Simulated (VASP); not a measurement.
# Cs (P6_3/mmc) in VASP: further runs, part 2 of 2

VASP 6.6.1. Earlier steps stand in the parts before.

## Step 5: Single point, PBEsol (106.03 Å³/atom)

This run uses another cell than the first one, of 106.03 Å³/atom.

Input file INCAR:

```
SYSTEM = Cs
ALGO = Normal ; EDIFF = 1E-6
ENCUT = 520 ; GGA = PS
ISIF = 2 ; ISMEAR = -1
LASPH = .True. ; LCHARG = .False.
LREAL = .False. ; LWAVE = .False.
NBANDS = 16 ; NELM = 100
PREC = Accurate ; SIGMA = 0.1
```

Input file KPOINTS:

```
k-points
0
Gamma
  8 8 4
  0 0 0
```

Input file POSCAR:

```
Cs
1.0
    5.3126896192      0.0000000000      0.0000000000
   -2.6563448096      4.6009241727      0.0000000000
    0.0000000000      0.0000000000      8.6756221482
Cs
2
Direct
    0.3333333333      0.6666666667      0.2500000000
    0.6666666667      0.3333333333      0.7500000000
```

Potentials or basis: VASP PAW PBE potentials, release 64 (Cs_sv).

Launch:

```
$ cat potpaw_PBE.64/Cs_sv/POTCAR > POTCAR
$ mpirun -np 1 vasp_std > vasp.out
```

OUTCAR:

```text
SYSTEM = Cs
   EDIFF = 1E-6
   ENCUT = 520
   GGA = PS
   ISIF = 2
   ISMEAR = -1
   LASPH = .True.
   LREAL = .False.
   NELM = 100
   PREC = Accurate

 ion  position               nearest neighbor table
   1  0.333  0.667  0.250-
   2  0.667  0.333  0.750-

  LATTYP: Found a hexagonal cell.
 ALAT       =     5.3126896192
 C/A-ratio  =     1.6330000000

  Lattice vectors:

 A1 = (   5.3126896192,   0.0000000000,   0.0000000000)
 A2 = (  -2.6563448096,   4.6009241727,   0.0000000000)
[... 626 lines left out ...]
      3     -10.0780      2.00000
      4     -10.0780      2.00000
      5      -9.9702      2.00000
      6      -9.9702      2.00000
[... 8 lines left out ...]
     15       3.4932      0.00000
     16       3.4932      0.00000

 [... further k-points ...]
[... 5 lines left out ...]
  --------------------------------------------------------------------------------------
  -------------------------------------------------------------------------------------
  Total        0.0786813      0.0786813      0.0550498      0.0000000      0.0000000      0.0000000
  in kB        0.5944594      0.5944594      0.4159167      0.0000000      0.0000000      0.0000000
  external PRESSURE =       0.5349452 kB  Pullay stress =       0.0000000 kB

 VOLUME and BASIS-vectors are now :
 -----------------------------------------------------------------------------
  energy-cutoff  :      520.00
  volume of cell :      212.06
      direct lattice vectors                 reciprocal lattice vectors
     5.312689619  0.000000000  0.000000000     0.188228576  0.108673819  0.000000000
    -2.656344810  4.600924173  0.000000000     0.000000000  0.217347638  0.000000000
     0.000000000  0.000000000  8.675622148     0.000000000  0.000000000  0.115265509

 POSITION                                       TOTAL-FORCE (eV/Angst)
 -----------------------------------------------------------------------------------
     -0.00000      3.06728      2.16891         0.000000      0.000000      0.000000
      2.65634      1.53364      6.50672        -0.000000     -0.000000      0.000000
 -----------------------------------------------------------------------------------
    total drift:                               -0.000000      0.000000     -0.000000

  FREE ENERGIE OF THE ION-ELECTRON SYSTEM (eV)
  ---------------------------------------------------
  free  energy   TOTEN  =        -1.9243895990 eV

  energy  without entropy=       -1.8416976258  energy(sigma->0) =       -1.88304361
```

OSZICAR:

```text
N       E                     dE             d eps       ncg     rms          rms(c)
DAV:   1     0.134774542074E+03    0.13477E+03   -0.61425E+03   960   0.826E+02
DAV:   2     0.150415957936E+02   -0.11973E+03   -0.11499E+03  1472   0.151E+02
DAV:   3    -0.158727822940E+01   -0.16629E+02   -0.16512E+02  1240   0.613E+01
DAV:   4    -0.192242636629E+01   -0.33515E+00   -0.33509E+00  1200   0.102E+01
DAV:   5    -0.192490492017E+01   -0.24786E-02   -0.24785E-02  1312   0.888E-01    0.182E-01
DAV:   6    -0.192406474612E+01    0.84017E-03   -0.25488E-03  1232   0.237E-01    0.125E-01
DAV:   7    -0.192423541306E+01   -0.17067E-03   -0.44240E-03  1192   0.324E-01    0.482E-02
DAV:   8    -0.192438599948E+01   -0.15059E-03   -0.20617E-04  1272   0.752E-02    0.103E-02
DAV:   9    -0.192439001667E+01   -0.40172E-05   -0.14555E-05  1296   0.193E-02    0.426E-03
DAV:  10    -0.192438959899E+01    0.41768E-06   -0.11548E-06  1056   0.474E-03
   1 F= -.19243896E+01 E0= -.18830436E+01  d E =-.826920E-01
```

stdout:

```text
POSCAR found type information on POSCAR Cs
 POSCAR found :  1 types and       2 ions
 scaLAPACK will be used
 -----------------------------------------------------------------------------
|                                                                             |
|                                                                             |
|     You enforced a specific xc type in the INCAR file but a different       |
|     I HOPE YOU KNOW WHAT YOU ARE DOING!                                     |
|                                                                             |
 -----------------------------------------------------------------------------

 LDA part: xc-table for (Slater+PW92), standard interpolation
 POSCAR, INCAR and KPOINTS ok, starting setup
 FFT: planning ... GRIDC
 FFT: planning ... GRID_SOFT
 FFT: planning ... GRID
 WAVECAR not read
 entering main loop
```

Wall time 32 s (1 thread of Intel Xeon 6975P-C (Granite Rapids), shared host); peak memory 0.34 GiB.

Results:

- Free energy: -1.9244 eV
- Pressure: 0.1 GPa
- Band gap on the k mesh: zero (bands 9 and 10 overlap by 1.67 eV)

Caveat: the PAW data sets were made with another functional, which shifts forces and pressure a little; spin-orbit coupling is left out, which moves the levels of the heavy elements.

## Step 6: Overview

| cell | k mesh | gap on the mesh (eV) | pressure (GPa) |
| --- | --- | --- | --- |
| a = 5.385, b = 5.385, c = 8.794 Å, angles 90.0, 90.0, 120.0°, 2 atoms | 7 × 7 × 4 | none | 0.0 |
| a = 5.161, b = 5.161, c = 8.428 Å, angles 90.0, 90.0, 120.0°, 2 atoms | 8 × 8 × 4 | none | 0.3 |
| a = 5.238, b = 5.238, c = 8.553 Å, angles 90.0, 90.0, 120.0°, 2 atoms | 8 × 8 × 4 | none | 0.2 |
| a = 5.313, b = 5.313, c = 8.676 Å, angles 90.0, 90.0, 120.0°, 2 atoms | 8 × 8 × 4 | none | 0.1 |

Alike in all rows: task single point; level PBEsol; potentials or basis VASP PAW PBE potentials, release 64 (Cs_sv); no spin polarisation; cutoff (eV) 520; smearing fermi-dirac 0.1 eV.

Caveats: the PAW data sets were made with another functional, which shifts forces and pressure a little; spin-orbit coupling is left out, which moves the levels of the heavy elements.

Total energies depend on the potentials used, so only differences within one code and one set of settings carry meaning.
